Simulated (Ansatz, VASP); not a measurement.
**AlRu in VASP and in Ansatz**

```xyz
2
Lattice="2.9916 0.0000 0.0000 0.0000 2.9916 0.0000 0.0000 0.0000 2.9019" Properties=species:S:1:pos:R:3 pbc="T T T"
Al    0.0000    0.0000    0.0000
Ru    1.4958    1.4958    1.4509
```

Change from the starting cell: z stretched by -3 %, ions relaxed.

Alike in both runs: functional PBE; k mesh 16 × 16 × 16; occupations fermi-dirac, width 0.05 eV; no spin polarisation.

Ansatz relaxed the structure, and its values are those at the end. VASP's run is a single point on that final structure, the one shown.

```csv
,VASP,Ansatz
version,VASP 6.6.1,Ansatz 0.2.0
potentials or method,"VASP PAW PBE potentials, release 64 (Al, Ru_pv)","plane-wave PAW, scalar-relativistic"
plane-wave cutoff (eV),520,420
valence electrons in the cell,17,19
```

```csv
,VASP,Ansatz,Ansatz less VASP
pressure (GPa),9.7,9.7,+0.02
```

VASP's potentials hold 17 valence electrons a cell and Ansatz's 19, so a difference there can come from the potentials and not from the codes. Ansatz's warnings: stress scf threshold loose.
